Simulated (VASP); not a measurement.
Input of a VASP 6.6.1 run:

INCAR

```
SYSTEM = HfO2
PREC = Accurate
ENCUT = 600
EDIFF = 1E-6
ISMEAR = 0
SIGMA = 0.02
LREAL = .False.
LASPH = .True.
NELM = 120
ALGO = Normal
ISIF = 2
LWAVE = .False.
LCHARG = .False.
GGA = PE
IVDW = 12
NBANDS = 18
GGA_COMPAT = .False.
```

KPOINTS

```
Automatic mesh
0
Gamma
  6 6 6
  0 0 0
```

File POSCAR:

```
HfO2
1.0
    0.0000000000      2.5800000000      2.5800000000
    2.5800000000      0.0000000000      2.5800000000
    2.5800000000      2.5800000000      0.0000000000
Hf O
1 2
Direct
    0.0000000000      0.0000000000      0.0000000000
    0.2500000000      0.2500000000      0.2500000000
    0.7500000000      0.7500000000      0.7500000000
```

Potentials or basis: VASP PAW PBE potentials, release 64 (Hf_pv, O).

Run with:

```bash
$ cat potpaw_PBE.64/Hf_pv/POTCAR potpaw_PBE.64/O/POTCAR > POTCAR
$ mpirun -np 1 vasp_std > vasp.out
```

(1) Predict the dispersion energy per atom.

(2) What does it give for the band gap on the k mesh?

(3) What does it give for the pressure?

Answers

(1) -0.227 eV.

(2) 3.66 eV.

(3) -15.2 GPa.

Caveat: three body term missing; the cell stands under tension; spin-orbit coupling is left out, which moves the levels of the heavy elements.
